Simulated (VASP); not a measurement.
# H4WC16 in VASP: a series of runs

Runs on H4WC16. Level: PBE+D3(BJ). Tasks: single point.

Everything below comes from runs of VASP 6.6.1. Logs are shortened: lines on timing, memory, paths and dates and some standing lists are left out, and cuts for length are marked.

### Step 1. The cell of the first run

The cell holds a slab with vacuum, 21 atoms: a = 5.049 Å, b = 5.049 Å, c = 16.676 Å, α = 90.00°, β = 90.00°, γ = 60.00°.

### Step 2. Single point, PBE+D3(BJ)

The input, INCAR:

```
ALGO = Normal
EDIFF = 1E-6
ENCUT = 520
GGA = PE
ISIF = 2
ISMEAR = -1
IVDW = 12
LASPH = True
LCHARG = False
LREAL = Auto
LWAVE = False
NBANDS = 57
NELM = 60
PREC = Accurate
SIGMA = 0.05
```

The input, KPOINTS:

```
k-points
0
Gamma
  2 2 1
```

The input, POSCAR:

```
H4WC16
1.0
    5.0487420000      0.0000000000      0.0000000000
    2.5243710000      4.3723390000      0.0000000000
    0.0000000000      0.0000000000     16.6764260000
H C W
4 16 1
Direct
    0.1666667000      0.1666667000      0.0599649000
    0.6666667000      0.1666667000      0.0599649000
    0.1666667000      0.6666667000      0.0599649000
    0.6666667000      0.6666667000      0.0599649000
    0.1666667000      0.1666667000      0.1259263000
    0.6666667000      0.1666667000      0.1259263000
    0.1666667000      0.6666667000      0.1259263000
    0.6666667000      0.6666667000      0.1259263000
   -0.1666667000      0.3333333000      0.1568253000
    0.3333333000      0.3333333000      0.1568253000
   -0.1666667000      0.8333333000      0.1568253000
    0.3333333000      0.8333333000      0.1568253000
   -0.1635642061      0.3365784921      0.2493817139
    0.3269977814      0.3365637543      0.2493919861
   -0.1635166525      0.8270182941      0.2494028698
    0.3332388389      0.8334504177      0.2577257465
   -0.0033107658      0.0016117539      0.2801984007
    0.5016767497      0.0015266528      0.2801921895
    0.0000037493      0.5000110095      0.2748046374
    0.5015294714      0.4969928800      0.2801457769
    0.6663150181      0.1670728557      0.3680876349
```

Potentials or basis: VASP PAW PBE potentials, release 64 (H, C, W_sv).

Started as:

```bash
> cat potpaw_PBE.64/H/POTCAR potpaw_PBE.64/C/POTCAR potpaw_PBE.64/W_sv/POTCAR > POTCAR
> mpirun -np 1 vasp_std > vasp.out
```

OUTCAR:

```text
EDIFF = 1E-6
   ENCUT = 520
   GGA = PE
   ISIF = 2
   ISMEAR = -1
   IVDW = 12
   LASPH = True
   LREAL = Auto
   NELM = 60
   PREC = Accurate
 IVDW          = 12

 ion  position               nearest neighbor table
   1  0.167  0.167  0.060-   5 1.10
   2  0.667  0.167  0.060-   6 1.10
   3  0.167  0.667  0.060-   7 1.10
   4  0.667  0.667  0.060-   8 1.10
   5  0.167  0.167  0.126-   1 1.10  10 1.55   9 1.55  12 1.55
   6  0.667  0.167  0.126-   2 1.10   9 1.55  10 1.55  11 1.55
   7  0.167  0.667  0.126-   3 1.10  12 1.55  11 1.55  10 1.55
   8  0.667  0.667  0.126-   4 1.10  11 1.55  12 1.55   9 1.55
   9  0.833  0.333  0.157-  13 1.54   6 1.55   5 1.55   8 1.55
  10  0.333  0.333  0.157-  14 1.54   5 1.55   6 1.55   7 1.55
  11  0.833  0.833  0.157-  15 1.54   8 1.55   7 1.55   6 1.55
  12  0.333  0.833  0.157-   7 1.55   8 1.55   5 1.55  16 1.68
  13  0.836  0.337  0.249-  19 1.49   9 1.54  20 1.55  17 1.55  21 2.47
  14  0.327  0.337  0.249-  19 1.49  10 1.54  20 1.55  18 1.55  21 2.47
  15  0.836  0.827  0.249-  19 1.49  11 1.54  18 1.55  17 1.55  21 2.48
  16  0.333  0.833  0.258-  20 1.52  18 1.52  17 1.52  12 1.68
  17  0.997  0.002  0.280-  16 1.52  15 1.55  13 1.55  21 2.06
  18  0.502  0.002  0.280-  16 1.52  15 1.55  14 1.55  21 2.06
  19  0.000  0.500  0.275-  14 1.49  15 1.49  13 1.49
  20  0.502  0.497  0.280-  16 1.52  13 1.55  14 1.55  21 2.06
  21  0.666  0.167  0.368-  20 2.06  18 2.06  17 2.06  14 2.47  13 2.47  15 2.48

  LATTYP: Found a hexagonal cell.
 ALAT       =     5.0487421480
 C/A-ratio  =     3.3030853055

  Lattice vectors:

 A1 = (  -2.5243710000,  -4.3723390000,   0.0000000000)
 A2 = (   5.0487420000,   0.0000000000,   0.0000000000)
 A3 = (   0.0000000000,   0.0000000000,  16.6764260000)

Analysis of symmetry for initial positions (statically):
=====================================================================
 Subroutine PRICEL returns:
 Original cell was already a primitive cell.

 Routine SETGRP: Setting up the symmetry group for a
 hexagonal supercell.

 Subroutine GETGRP returns: Found  1 space group operations
 (whereof  1 operations were pure point group operations)
 out of a pool of 24 trial point group operations.

The static configuration has the point symmetry C_1 .

Analysis of symmetry for dynamics (positions and initial velocities):
=====================================================================
 Subroutine PRICEL returns:
 Original cell was already a primitive cell.

 Routine SETGRP: Setting up the symmetry group for a
 hexagonal supercell.

 Subroutine GETGRP returns: Found  1 space group operations
 (whereof  1 operations were pure point group operations)
 out of a pool of 24 trial point group operations.

The dynamic configuration has the point symmetry C_1 .

 Subroutine INISYM returns: Found  1 space group operations
 (whereof  1 operations are pure point group operations),
 and found     1 'primitive' translations

----------------------------------------------------------------------------------------

                                     Primitive cell

  volume of cell :     368.1290

  direct lattice vectors                    reciprocal lattice vectors
     5.048742000  0.000000000  0.000000000     0.198069143 -0.114355268  0.000000000
     2.524371000  4.372339000  0.000000000     0.000000000  0.228710537  0.000000000
     0.000000000  0.000000000 16.676426000     0.000000000  0.000000000  0.059964887

  length of vectors
     5.048742000  5.048742148 16.676426000     0.228710544  0.228710537  0.059964887

  position of ions in fractional coordinates (direct lattice)
     0.166666700  0.166666700  0.059964900
     0.666666700  0.166666700  0.059964900
     0.166666700  0.666666700  0.059964900
     0.666666700  0.666666700  0.059964900
     0.166666700  0.166666700  0.125926300
     0.666666700  0.166666700  0.125926300
[... 13 lines left out ...]
     0.501529471  0.496992880  0.280145777
     0.666315018  0.167072856  0.368087635

  ion indices of the primitive-cell ions
   primitive index   ion index
                 1           1
                 2           2
                 3           3
                 4           4
                 5           5
                 6           6
[... 13 lines left out ...]
                20          20
                21          21

----------------------------------------------------------------------------------------

 KPOINTS: k-points

Automatic generation of k-mesh.
 Grid dimensions read from file:
 generate k-points for:    2    2    1

 Generating k-lattice:

  Cartesian coordinates                     Fractional coordinates (reciprocal lattice)
     0.099034571 -0.057177634  0.000000000     0.500000000  0.000000000  0.000000000
     0.000000000  0.114355268  0.000000000     0.000000000  0.500000000  0.000000000
     0.000000000  0.000000000  0.059964887     0.000000000  0.000000000  1.000000000

  Length of vectors
     0.114355272  0.114355268  0.059964887

  Shift w.r.t. Gamma in fractional coordinates (k-lattice)
     0.000000000  0.000000000  0.000000000

 Subroutine IBZKPT returns following result:
 ===========================================

 Found      4 irreducible k-points:

 Following reciprocal coordinates:
            Coordinates               Weight
  0.000000  0.000000  0.000000      1.000000
  0.500000  0.000000  0.000000      1.000000
  0.500000  0.500000  0.000000      1.000000
  0.000000  0.500000  0.000000      1.000000
   k-points           NKPTS =      4   k-points in BZ     NKDIM =      4   number of bands    NBANDS=     57
   number of dos      NEDOS =    301   number of ions     NIONS =     21
   total plane-waves  NPLWV = 201600
   dimension x,y,z NGX =    40 NGY =   40 NGZ =  126
   dimension x,y,z NGXF=    80 NGYF=   80 NGZF=  252
   ions per type =               4  16   1
   NGX,Y,Z   is equivalent  to a cutoff of  13.17, 13.17, 12.56 a.u.
   NGXF,Y,Z  is equivalent  to a cutoff of  26.34, 26.34, 25.12 a.u.
 SYSTEM =  unknown system
   PREC   = accura    normal or accurate (medium, high low for compatibility)
   ISTART =      0    job   : 0-new  1-cont  2-samecut
   ICHARG =      2    charge: 1-file 2-atom 10-const
   ISPIN  =      1    spin polarized calculation?
   LNONCOLLINEAR =      F non collinear calculations
   LSORBIT =      F    spin-orbit coupling
   LASPH  =      T    aspherical Exc in radial PAW
   ENCUT  =  520.0 eV  38.22 Ry    6.18 a.u.   9.39  9.39 31.01*2*pi/ulx,y,z
   NELM   =     60;   NELMIN=  2; NELMDL= -5     # of ELM steps
   EDIFF  = 0.1E-05   stopping-criterion for ELM
   LREAL  =      T    real-space projection
   EDIFFG = 0.1E-04   stopping-criterion for IOM
   NSW    =      0    number of steps for IOM
[... 5 lines left out ...]
   TEBEG  =    0.0;   TEEND  =   0.0 temperature during run
   PSTRESS=    0.0 pullay stress
   NELECT =      82.0000    total number of electrons
   NUPDOWN=      -1.0000    fix difference up-down
   EMIN   =  10.00;   EMAX   =-10.00  energy-range for DOS
   EFERMI =   0.00;   METHOD = LEGACY
   ISMEAR =    -1;   SIGMA  =   0.05  broadening in eV -4-tet -1-fermi 0-gaus
   EFERMI_NEDOS =   21; number of points for ismear=-14 and -15
   IALGO  =     38    algorithm
   IMIX   =      4    mixing-type and parameters
     AMIX     =   0.40;   BMIX     =  1.00
     AMIX_MAG =   1.60;   BMIX_MAG =  1.00
  volume/ion in A,a.u.               =      17.53       118.30
  Fermi-wavevector in a.u.,A,eV,Ry     =   0.992383  1.875333 13.399353  0.984825
  Thomas-Fermi vector in A             =   2.124191
   LORBIT       =      0    0 simple, 1 ext, 2 COOP (PROOUT), +10 PAW based schemes
   GGA     = PE    functional components
   LHFCALC =     F    Hartree Fock is set to
   AEXX    =    0.0000 exact exchange contribution
   IVDW    =    12    specifies the selected vdW correction
   LEPSILON=     F    determine dielectric tensor
   LRPA    =     F    only Hartree local field effects (RPA)
 non-spin polarized calculation
  energy-cutoff  :      520.00
  volume of cell :      368.13
 maximum number of plane-waves:      9915
 NGX is ok and might be reduce to    40
   NGX = 19   NGY = 19   NGZ = 63

 number of electron      82.0000001 magnetization

 Free energy of the ion-electron system (eV)
  ---------------------------------------------------
  ext. energy  EPLUGINS =         0.00000000
  ---------------------------------------------------
  free energy    TOTEN  =      -162.64761326 eV

  energy without entropy =     -162.57963573  energy(sigma->0) =     -162.61362450

 E-fermi :   1.1004     XC(G=0):  -5.4903

 val. band max:        0.9062513044   @ k =   0.5000   0.0000   0.0000
 cond. band min:       1.1264727011   @ k =   0.0000   0.0000   0.0000
 fundamental gap:      0.2202213967
 Fermi energy:         1.1004246122

 k-point     1 :       0.0000    0.0000    0.0000
  band No.  band energies     occupation
      1     -73.7538      2.00000
      2     -38.0569      2.00000
      3     -38.0402      2.00000
      4     -38.0392      2.00000
      5     -20.0323      2.00000
      6     -17.3152      2.00000
[... 45 lines left out ...]
     52       5.9926      0.00000
     53       6.4127      0.00000

 k-point     2 :       0.5000    0.0000    0.0000
  band No.  band energies     occupation
      1     -73.7538      2.00000
      2     -38.0568      2.00000
      3     -38.0409      2.00000
      4     -38.0395      2.00000
      5     -18.6304      2.00000
      6     -18.4472      2.00000
[... 45 lines left out ...]
     52       6.5772      0.00000
     53       6.5810      0.00000

 k-point     3 :       0.5000    0.5000    0.0000
  band No.  band energies     occupation
      1     -73.7538      2.00000
      2     -38.0568      2.00000
      3     -38.0408      2.00000
      4     -38.0396      2.00000
      5     -18.6305      2.00000
      6     -18.4471      2.00000
[... 45 lines left out ...]
     52       6.5773      0.00000
     53       6.5811      0.00000

 k-point     4 :       0.0000    0.5000    0.0000
  band No.  band energies     occupation
      1     -73.7538      2.00000
      2     -38.0568      2.00000
      3     -38.0404      2.00000
      4     -38.0399      2.00000
      5     -18.6309      2.00000
      6     -18.4465      2.00000
[... 45 lines left out ...]
     52       6.5770      0.00000
     53       6.5807      0.00000
 [bands above 53 left out]

------------------------ aborting loop because EDIFF is reached ----------------------------------------

 Edisp (eV)   -2.74263

 E8    (eV) :    -0.8977

  FORCE on cell =-STRESS in cart. coord.  units (eV):
  Direction    XX          YY          ZZ          XY          YZ          ZX
  --------------------------------------------------------------------------------------
  -------------------------------------------------------------------------------------
  Total      -1.61407    -1.56587    -1.75104     0.01037     0.00145     0.00105
  in kB      -7.02478    -6.81500    -7.62089     0.04514     0.00629     0.00456
  external pressure =       -7.15 kB  Pullay stress =        0.00 kB

 VOLUME and BASIS-vectors are now :
 -----------------------------------------------------------------------------
  energy-cutoff  :      520.00
  volume of cell :      368.13
      direct lattice vectors                 reciprocal lattice vectors
     5.048742000  0.000000000  0.000000000     0.198069143 -0.114355268  0.000000000
     2.524371000  4.372339000  0.000000000     0.000000000  0.228710537  0.000000000
     0.000000000  0.000000000 16.676426000     0.000000000  0.000000000  0.059964887

 POSITION                                       TOTAL-FORCE (eV/Angst)
 -----------------------------------------------------------------------------------
      1.26219      0.72872      1.00000         0.000156     -0.017678     -0.168166
      3.78656      0.72872      1.00000        -0.000088     -0.000025     -0.155190
      2.52437      2.91489      1.00000         0.015819      0.008662     -0.168214
      5.04874      2.91489      1.00000        -0.016119      0.009025     -0.168305
      1.26219      0.72872      2.10000        -0.000273     -0.126549      1.528592
      3.78656      0.72872      2.10000         0.000103     -0.000866      1.099347
[... 13 lines left out ...]
      3.78669      2.17302      4.67183        -0.002077      0.033293     -0.005453
      3.78581      0.73050      6.13839         0.001289     -0.000228      0.117913
 -----------------------------------------------------------------------------------
    total drift:                                0.001798      0.000880     -0.046047

  FREE ENERGIE OF THE ION-ELECTRON SYSTEM (eV)
  ---------------------------------------------------
  free  energy   TOTEN  =      -165.3902389311 eV

  energy  without entropy=     -165.3222614027  energy(sigma->0) =     -165.35625017
```

It took 4.8 min on 1 thread of Intel Xeon Platinum 8488C (Sapphire Rapids), shared host; peak memory 0.46 GiB.

Results:

```yaml
Free_energy: -165.3902 eV
Largest_force: 1.680 eV/Å
Band_gap_on_the_k_mesh: zero (filled and empty bands touch)
Dispersion_energy_per_atom: -0.131 eV
```

Forces on the atoms (eV/Å):
```
H    0.000 -0.018 -0.168
H    0.000  0.000 -0.155
H    0.016  0.009 -0.168
H   -0.016  0.009 -0.168
C    0.000 -0.127  1.529
C    0.000 -0.001  1.099
C    0.108  0.064  1.529
C   -0.108  0.063  1.529
C   -0.215 -0.124 -1.661
C    0.216 -0.125 -1.659
C    0.000  0.246 -1.657
C   -0.002  0.006 -0.178
C    0.008 -0.003  0.009
C   -0.008 -0.004  0.007
C    0.001 -0.009 -0.003
C    0.001 -0.001  0.010
C    0.041 -0.011 -0.014
C   -0.040 -0.006 -0.015
C   -0.001 -0.002  0.024
C   -0.002  0.033 -0.005
W    0.001  0.000  0.118
```

Levels at points of the mesh, in eV from the Fermi level:
```
           k point  band 39  band 40  band 41  band 42  band 43  band 44
(0.00, 0.00, 0.00)    -1.60    -1.40     0.03     0.03     0.08     0.97
(0.50, 0.00, 0.00)    -2.37    -0.81    -0.19     0.15     0.28     1.47
(0.50, 0.50, 0.00)    -2.37    -0.81    -0.20     0.15     0.28     1.47
(0.00, 0.50, 0.00)    -2.37    -0.81    -0.20     0.15     0.28     1.47
```

Caveat: the k points lie up to 0.72 Å⁻¹ apart; there is no dipole correction, which matters where the two faces differ; spin-orbit coupling is left out, which moves the levels of the heavy elements.

### Step 3. Single point, PBE+D3(BJ)

The input, INCAR:

```
ALGO     = Normal         # electronic algorithm
EDIFF    = 1E-6           # SCF threshold, eV
ENCUT    = 520            # plane-wave cutoff, eV
GGA      = PE             # functional
ISIF     = 2              # what is computed and relaxed
ISMEAR   = -1             # smearing method
IVDW     = 12             # dispersion correction
LASPH    = T              # aspherical terms in the spheres
LCHARG   = F              # write CHGCAR
LREAL    = Auto         
LWAVE    = F              # write WAVECAR
NBANDS   = 57             # bands
NELM     = 100            # most SCF steps
PREC     = Accurate       # precision mode
SIGMA    = 0.05           # smearing width, eV
```

KPOINTS is that of step 2.

The input, POSCAR:

```
H4WC16
1.0
    5.0487420000      0.0000000000      0.0000000000
    2.5243710000      4.3723390000      0.0000000000
    0.0000000000      0.0000000000     16.6764260000
H C W
4 16 1
Direct
    0.1666721879      0.1666613682      0.0599648870
    0.6666779319      0.1666613682      0.0599648870
    0.1666715721      0.6666683439      0.0599648870
    0.6666575092      0.6666683439      0.0599648870
    0.1666721879      0.1666613682      0.1259262626
    0.6666779319      0.1666613682      0.1259262626
    0.1666715721      0.6666683439      0.1259262626
    0.6666575092      0.6666683439      0.1259262626
   -0.1666613682      0.3333227364      0.1568261689
    0.3333443758      0.3333227364      0.1568261689
   -0.1666619840      0.8333297121      0.1568261689
    0.3333437600      0.8333297121      0.1568261689
   -0.1635711674      0.3365704260      0.2493939649
    0.3269356291      0.3365932971      0.2493939649
   -0.1635484566      0.8270630434      0.2493879684
    0.3332698396      0.8333983252      0.2577590666
   -0.0032763512      0.0016009738      0.2802039238
    0.5016247648      0.0015552317      0.2801859343
   -0.0000547293      0.5000755888      0.2747890945
    0.5014948108      0.4969879966      0.2801859343
    0.6663448795      0.1670501761      0.3680824656
```

Potentials or basis: VASP PAW PBE potentials, release 64 (H, C, W_sv).

Started as:

```bash
> cat potpaw_PBE.64/H/POTCAR potpaw_PBE.64/C/POTCAR potpaw_PBE.64/W_sv/POTCAR > POTCAR
> mpirun -np 1 vasp_std > vasp.out
```

Wall time 3.8 min (1 thread of Intel Xeon Platinum 8488C (Sapphire Rapids), shared host); peak memory 0.46 GiB.

It converged, with:

```yaml
Free_energy: -165.3902 eV
Largest_force: 1.680 eV/Å
Band_gap_on_the_k_mesh: zero (filled and empty bands touch)
Dispersion_energy_per_atom: -0.131 eV
```

Forces in eV/Å, atoms in the order of the input:
```
H    0.000 -0.018 -0.168
H    0.000  0.000 -0.155
H    0.016  0.009 -0.168
H   -0.016  0.009 -0.168
C    0.000 -0.127  1.532
C   -0.001 -0.001  1.099
C    0.109  0.063  1.530
C   -0.107  0.062  1.530
C   -0.217 -0.122 -1.658
C    0.217 -0.121 -1.659
C    0.000  0.248 -1.662
C   -0.004  0.003 -0.177
C    0.009  0.000  0.007
C   -0.006 -0.005  0.008
C    0.000 -0.011  0.002
C    0.000  0.006  0.000
C    0.035 -0.010 -0.014
C   -0.033 -0.006 -0.011
C   -0.001 -0.007  0.027
C    0.000  0.031 -0.018
W    0.001 -0.004  0.123
```

Levels at points of the mesh, in eV from the Fermi level:
| k point | band 38 | band 39 | band 40 | band 41 | band 42 | band 43 | band 44 | band 45 |
| --- | --- | --- | --- | --- | --- | --- | --- | --- |
| (0.00, 0.00, 0.00) | -1.60 | -1.60 | -1.40 | 0.03 | 0.03 | 0.08 | 0.97 | 2.15 |
| (0.50, 0.00, 0.00) | -2.90 | -2.37 | -0.81 | -0.19 | 0.15 | 0.28 | 1.47 | 1.85 |
| (0.50, 0.50, 0.00) | -2.90 | -2.37 | -0.81 | -0.20 | 0.15 | 0.28 | 1.47 | 1.85 |
| (0.00, 0.50, 0.00) | -2.90 | -2.37 | -0.81 | -0.20 | 0.15 | 0.28 | 1.47 | 1.86 |

Caveat: the k points lie up to 0.72 Å⁻¹ apart; there is no dipole correction, which matters where the two faces differ; spin-orbit coupling is left out, which moves the levels of the heavy elements.

(Continued in part 2 of 2.)

The gap in the log of VASP goes by the Fermi energy; the results here count the filled bands.